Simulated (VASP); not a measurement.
# WS2 in VASP: notebook

WS2 is run at these levels: PBE; tasks: single point.

Everything below comes from runs of VASP 6.6.1. Logs are shortened: lines on timing, memory, paths and dates and some standing lists are left out, and cuts for length are marked.

### 1 The cell of the first run

It takes space group P6_3/mmc (No. 194, hexagonal). The conventional cell has a = 3.185 Å, b = 3.185 Å, c = 11.770 Å, α = 90.00°, β = 90.00°, γ = 120.00°. W (site symmetry -6m2) has 6 S at 2.41 Å and 6 W at 3.18 Å within 3.2 Å. S (site symmetry 3m) has 3 W at 2.41 Å and 10 S at 3.13 to 3.31 Å within 3.4 Å.

### 2 Single point, PBE (strained)

The input, INCAR:

```
SYSTEM = WS2
PREC = Accurate ; ENCUT = 520
EDIFF = 1E-6 ; ISMEAR = 0
SIGMA = 0.02 ; LREAL = .False.
LASPH = .True. ; NELM = 100
ALGO = Normal ; ISIF = 2
LWAVE = .False. ; LCHARG = .False.
GGA = PE ; NBANDS = 35
```

The input, KPOINTS:

```
Automatic mesh
0
Gamma
  12 12 4
  0 0 0
```

The input, POSCAR:

```
WS2
1.0
    3.1849604600      0.0000000000      0.0000000000
   -1.5924802300      2.7582566684      0.0000000000
    0.0000000000      0.0000000000     11.7695000000
W S
2 4
Direct
    0.3333333333      0.6666666667      0.2500000000
    0.6666666667      0.3333333333      0.7500000000
    0.3333333333      0.6666666667      0.6170606123
    0.6666666667      0.3333333333      0.1170606123
    0.3333333333      0.6666666667      0.8829393877
    0.6666666667      0.3333333333      0.3829393877
```

Potentials or basis: VASP PAW PBE potentials, release 64 (W_sv, S).

Started as:

```bash
cat potpaw_PBE.64/W_sv/POTCAR potpaw_PBE.64/S/POTCAR > POTCAR
mpirun -np 1 vasp_std > vasp.out
```

OUTCAR:

```text
SYSTEM = WS2
   PREC = Accurate
   ENCUT = 520
   EDIFF = 1E-6
   ISMEAR = 0
   LREAL = .False.
   LASPH = .True.
   NELM = 100
   ISIF = 2
   GGA = PE

 ion  position               nearest neighbor table
   1  0.333  0.667  0.250-   4 2.41   6 2.41   4 2.41   6 2.41   4 2.41   6 2.41
   2  0.667  0.333  0.750-   3 2.41   5 2.41   3 2.41   5 2.41   3 2.41   5 2.41
   3  0.333  0.667  0.617-   2 2.41   2 2.41   2 2.41
   4  0.667  0.333  0.117-   1 2.41   1 2.41   1 2.41
   5  0.333  0.667  0.883-   2 2.41   2 2.41   2 2.41
   6  0.667  0.333  0.383-   1 2.41   1 2.41   1 2.41

  LATTYP: Found a hexagonal cell.
 ALAT       =     3.1849604600
 C/A-ratio  =     3.6953362994

  Lattice vectors:

 A1 = (   3.1849604600,   0.0000000000,   0.0000000000)
 A2 = (  -1.5924802300,   2.7582566684,   0.0000000000)
 A3 = (   0.0000000000,   0.0000000000,  11.7695000000)

Analysis of symmetry for initial positions (statically):
=====================================================================
 Subroutine PRICEL returns:
 Original cell was already a primitive cell.

 Routine SETGRP: Setting up the symmetry group for a
 hexagonal supercell.

 Subroutine GETGRP returns: Found 24 space group operations
 (whereof 12 operations were pure point group operations)
 out of a pool of 24 trial point group operations.

The static configuration has the point symmetry D_3d.
 The point group associated with its full space group is D_6h.

Analysis of symmetry for dynamics (positions and initial velocities):
=====================================================================
 Subroutine PRICEL returns:
 Original cell was already a primitive cell.

 Routine SETGRP: Setting up the symmetry group for a
 hexagonal supercell.

 Subroutine GETGRP returns: Found 24 space group operations
 (whereof 12 operations were pure point group operations)
 out of a pool of 24 trial point group operations.

The dynamic configuration has the point symmetry D_3d.
 The point group associated with its full space group is D_6h.

 Subroutine INISYM returns: Found 24 space group operations
 (whereof 12 operations are pure point group operations),
 and found     1 'primitive' translations

----------------------------------------------------------------------------------------

                                     Primitive cell

  volume of cell :     103.3943

  direct lattice vectors                    reciprocal lattice vectors
[... 98 lines left out ...]
   NSW    =      0    number of steps for IOM
   IBRION =     -1    ionic relax: 0-MD 1-quasi-New 2-CG
   NFREE  =      0    steps in history (QN), initial steepest desc. (CG)
   ISIF   =      2    stress and relaxation
   ISYM   =      2    0-nonsym 1-usesym 2-fastsym
   POTIM  = 0.5000    time-step for ionic-motion
   TEBEG  =    0.0;   TEEND  =   0.0 temperature during run
   PSTRESS=    0.0 pullay stress
   NELECT =      52.0000    total number of electrons
   NUPDOWN=      -1.0000    fix difference up-down
   EMIN   =  10.00;   EMAX   =-10.00  energy-range for DOS
   EFERMI =   0.00;   METHOD = LEGACY
   ISMEAR =     0;   SIGMA  =   0.02  broadening in eV -4-tet -1-fermi 0-gaus
   EFERMI_NEDOS =   21; number of points for ismear=-14 and -15
   IALGO  =     38    algorithm
   IMIX   =      4    mixing-type and parameters
     AMIX     =   0.40;   BMIX     =  1.00
     AMIX_MAG =   1.60;   BMIX_MAG =  1.00
  volume/ion in A,a.u.               =      17.23       116.29
  Fermi-wavevector in a.u.,A,eV,Ry     =   1.301898  2.460231 23.061045  1.694939
  Thomas-Fermi vector in A             =   2.433002
   LORBIT       =      0    0 simple, 1 ext, 2 COOP (PROOUT), +10 PAW based schemes
   GGA     = PE    functional components
   LHFCALC =     F    Hartree Fock is set to
   AEXX    =    0.0000 exact exchange contribution
   IVDW    =     0    specifies the selected vdW correction
   LEPSILON=     F    determine dielectric tensor
   LRPA    =     F    only Hartree local field effects (RPA)
 non-spin polarized calculation
 Gauss-broadening in eV      SIGMA  =   0.02
  energy-cutoff  :      520.00
  volume of cell :      103.39
 maximum number of plane-waves:      2807
 NGX is ok and might be reduce to    24
   NGX = 11   NGY = 11   NGZ = 43

 number of electron      52.0000008 magnetization

 Free energy of the ion-electron system (eV)
  ---------------------------------------------------
  ext. energy  EPLUGINS =         0.00000000
  ---------------------------------------------------
  free energy    TOTEN  =       -47.11357184 eV

  energy without entropy =      -47.11357184  energy(sigma->0) =      -47.11357184

 E-fermi :   8.2876     XC(G=0): -11.1873

 val. band max:        8.0653751448   @ k =   0.0000   0.0000   0.0000
 cond. band min:       8.8146176263   @ k =   0.1667   0.1667   0.0000
 fundamental gap:      0.7492424815
 Fermi energy:         8.2876449523

 k-point     1 :       0.0000    0.0000    0.0000
  band No.  band energies     occupation
      1     -66.7872      2.00000
      2     -66.7872      2.00000
      3     -31.0204      2.00000
      4     -31.0203      2.00000
      5     -30.8787      2.00000
      6     -30.8787      2.00000
[... 901 lines left out ...]
     34      11.8661      0.00000
     35      13.5062      0.00000

 [... further k-points ...]

------------------------ aborting loop because EDIFF is reached ----------------------------------------

  FORCE on cell =-STRESS in cart. coord.  units (eV):
  Direction    XX          YY          ZZ          XY          YZ          ZX
  --------------------------------------------------------------------------------------
  -------------------------------------------------------------------------------------
  Total        0.7990121      0.7990121      3.6047249     -0.0000000      0.0000000      0.0000000
  in kB       12.3813276     12.3813276     55.8580762     -0.0000000      0.0000000      0.0000000
  external PRESSURE =      26.8735771 kB  Pullay stress =       0.0000000 kB

 VOLUME and BASIS-vectors are now :
 -----------------------------------------------------------------------------
  energy-cutoff  :      520.00
  volume of cell :      103.39
      direct lattice vectors                 reciprocal lattice vectors
     3.184960460  0.000000000  0.000000000     0.313975640  0.181273920  0.000000000
    -1.592480230  2.758256668  0.000000000     0.000000000  0.362547841  0.000000000
     0.000000000  0.000000000 11.769500000     0.000000000  0.000000000  0.084965377

 POSITION                                       TOTAL-FORCE (eV/Angst)
 -----------------------------------------------------------------------------------
     -0.00000      1.83884      2.94238         0.000000      0.000000     -0.000000
      1.59248      0.91942      8.82713        -0.000000      0.000000     -0.000000
     -0.00000      1.83884      7.26249         0.000000     -0.000000      0.140351
      1.59248      0.91942      1.37774        -0.000000      0.000000      0.140351
     -0.00000      1.83884     10.39176         0.000000      0.000000     -0.140351
      1.59248      0.91942      4.50701        -0.000000     -0.000000     -0.140351
 -----------------------------------------------------------------------------------
    total drift:                               -0.000000      0.000000     -0.000000

  FREE ENERGIE OF THE ION-ELECTRON SYSTEM (eV)
  ---------------------------------------------------
  free  energy   TOTEN  =       -47.1135718445 eV

  energy  without entropy=      -47.1135718445  energy(sigma->0) =      -47.11357184
```

stdout:

```text
POSCAR found type information on POSCAR W S
 POSCAR found :  2 types and       6 ions
 scaLAPACK will be used
 LDA part: xc-table for (Slater+PW92), standard interpolation
 POSCAR, INCAR and KPOINTS ok, starting setup
 FFT: planning ... GRIDC
 FFT: planning ... GRID_SOFT
 FFT: planning ... GRID
 WAVECAR not read
 entering main loop
```

It took 4.7 min on 1 thread of Intel Xeon 8259CL, shared host; peak memory 0.32 GiB.

Results:

- Free energy: -47.1136 eV
- Pressure: 2.7 GPa
- Largest force: 0.140 eV/Å
- Band gap on the k mesh: 0.75 eV (least direct gap 1.68 eV)

Forces on the atoms (eV/Å):
```
W    0.000  0.000  0.000
W    0.000  0.000  0.000
S    0.000  0.000  0.140
S    0.000  0.000  0.140
S    0.000  0.000 -0.140
S    0.000  0.000 -0.140
```

Levels at points of the mesh, in eV from the valence-band top:
| k point | band 23 | band 24 | band 25 | band 26 | band 27 | band 28 | band 29 | band 30 |
| --- | --- | --- | --- | --- | --- | --- | --- | --- |
| (0.00, 0.00, 0.00) | -2.44 | -1.31 | -1.20 | 0.00 | 2.00 | 2.00 | 2.00 | 2.00 |
| (0.50, 0.00, 0.00) | -2.35 | -2.00 | -1.99 | -1.65 | 1.96 | 2.04 | 2.29 | 2.60 |
| (0.00, 0.00, 0.50) | -2.50 | -2.50 | -0.25 | -0.25 | 1.98 | 1.98 | 1.98 | 1.98 |
| (0.50, 0.00, 0.50) | -2.17 | -2.17 | -1.78 | -1.78 | 1.99 | 1.99 | 2.48 | 2.48 |

Caveat: the cell differs from its parent crystal (strained); spin-orbit coupling is left out, which moves the levels of the heavy elements. A k mesh can miss the band edges.

### 3 Single point, PBE

This run uses another cell than the first one, of 18.24 Å³/atom.

The input, INCAR:

```
ALGO = Normal
EDIFF = 1E-7
ENCUT = 520
GGA = PE
ISIF = 2
ISMEAR = 0
LASPH = T
LCHARG = T
LELF = T
LREAL = F
LVHAR = T
LWAVE = F
NBANDS = 35
NELM = 100
PREC = Accurate
SIGMA = 0.02
```

The input, KPOINTS:

```
k-points
0
Gamma
  12 12 4
```

The input, POSCAR:

```
WS2
1.0
    3.1799996605      0.0000000000      0.0000000000
   -1.5899998303      2.7539604900      0.0000000000
    0.0000000000      0.0000000000     12.5000000000
W S
2 4
Direct
    0.3333333333      0.6666666667      0.2500000000
    0.6666666667      0.3333333333      0.7500000000
    0.3333333333      0.6666666667      0.6200000000
    0.6666666667      0.3333333333      0.1200000000
    0.3333333333      0.6666666667      0.8800000000
    0.6666666667      0.3333333333      0.3800000000
```

Potentials or basis: VASP PAW PBE potentials, release 64 (W_sv, S).

Started as:

```bash
cat potpaw_PBE.64/W_sv/POTCAR potpaw_PBE.64/S/POTCAR > POTCAR
mpirun -np 1 vasp_std > vasp.out
```

It took 4.8 min on 1 thread of Intel Xeon 8259CL, shared host; peak memory 0.33 GiB.

The run converged. Its results:

```yaml
Free_energy: -47.1617 eV
Pressure: -3.7 GPa
Largest_force: 1.054 eV/Å
Band_gap_on_the_k_mesh: 1.01 eV (least direct gap 1.87 eV)
```

Forces in eV/Å, atoms in the order of the input:
```
W    0.000  0.000  0.000
W    0.000  0.000  0.000
S    0.000  0.000  1.054
S    0.000  0.000  1.054
S    0.000  0.000 -1.054
S    0.000  0.000 -1.054
```

Stress tensor (GPa, compression positive):
```
-2.09  0.00  0.00
 0.00 -2.09  0.00
 0.00  0.00 -7.00
```

Levels at points of the mesh, in eV from the valence-band top:
```tsv
k point	band 22	band 23	band 24	band 25	band 26	band 27	band 28	band 29	band 30	band 31
(0.00, 0.00, 0.00)	-1.79	-1.79	-1.41	-1.13	0.00	2.32	2.32	2.40	2.40	2.42
(0.50, 0.00, 0.00)	-2.63	-1.68	-1.50	-1.46	-1.33	2.45	2.49	2.61	2.96	3.11
(0.00, 0.00, 0.50)	-1.82	-1.82	-1.82	-0.29	-0.29	2.36	2.36	2.36	2.36	2.45
(0.50, 0.00, 0.50)	-2.77	-1.57	-1.57	-1.40	-1.40	2.47	2.47	2.81	2.81	3.45
```

Caveat: the cell stands under tension; spin-orbit coupling is left out, which moves the levels of the heavy elements; this functional lacks dispersion, which binds the layers, so the pressure and a relaxed spacing across them are unreliable; forces of over 1 eV/Å act on the atoms, so gaps and moduli don't describe the material at rest.

### 4 Single point, PBE (strained and its atoms moved)

The input, INCAR:

```
  PREC = Accurate
  ENCUT = 520
  EDIFF = 1E-6
  ISMEAR = 0
  SIGMA = 0.02
  LREAL = F
  LASPH = T
  NELM = 60
  ALGO = Normal
  ISIF = 2
  LWAVE = F
  LCHARG = T
  GGA = PE
  LELF = T
  LVHAR = T
  NBANDS = 35
```

The input, KPOINTS:

```
Automatic mesh
0
Gamma
  12 12 4
```

The input, POSCAR:

```
WS2
1.0
    3.1520156635      0.0000000000      0.0000000000
   -1.5760078318      2.7297256377      0.0000000000
    0.0000000000      0.0000000000     13.1400000000
W S
2 4
Direct
    0.3333333333      0.6666666667      0.2500000000
    0.6666666667      0.3333333333      0.7500000000
    0.3333333333      0.6666666667      0.6102020410
    0.6666666667      0.3333333333      0.1102020410
    0.3333333333      0.6666666667      0.8897979590
    0.6666666667      0.3333333333      0.3897979590
```

Started as:

```bash
cat potpaw_PBE.64/W_sv/POTCAR potpaw_PBE.64/S/POTCAR > POTCAR
mpirun -np 1 vasp_std > vasp.out
```

It took 4.4 min on 1 thread of Intel Xeon 8259CL, shared host; peak memory 0.34 GiB.

Results (log left out):

| Item | Value |
| --- | --- |
| Free energy | -45.2276 eV |
| Pressure | -16.4 GPa |
| Largest force | 3.634 eV/Å |
| Band gap on the k mesh | 0.59 eV (least direct gap 1.26 eV) |

Forces on the atoms (eV/Å):
```
W    0.000  0.000  0.000
W    0.000  0.000  0.000
S    0.000  0.000  3.634
S    0.000  0.000  3.634
S    0.000  0.000 -3.634
S    0.000  0.000 -3.634
```

Stress tensor (GPa, compression positive):
```
 -7.06   0.00   0.00
  0.00  -7.06   0.00
  0.00   0.00 -34.94
```

Levels at points of the mesh, in eV from the valence-band top:
```csv
k point,band 23,band 24,band 25,band 26,band 27,band 28,band 29,band 30
"(0.00, 0.00, 0.00)",-0.65,-0.57,-0.57,-0.43,2.15,2.15,2.34,2.34
"(0.50, 0.00, 0.00)",-1.27,-1.20,-0.83,-0.52,2.32,2.69,2.91,2.98
"(0.00, 0.00, 0.50)",-0.61,-0.61,-0.61,-0.61,2.24,2.24,2.24,2.24
"(0.50, 0.00, 0.50)",-1.23,-1.23,-0.68,-0.68,2.61,2.61,2.99,2.99
```

Caveat: the cell differs from its parent crystal (strained and its atoms moved); the cell stands under tension; spin-orbit coupling is left out, which moves the levels of the heavy elements; this functional lacks dispersion, which binds the layers, so the pressure and a relaxed spacing across them are unreliable; forces of over 1 eV/Å act on the atoms, so gaps and moduli don't describe the material at rest.

(Continued in part 2 of 2.)
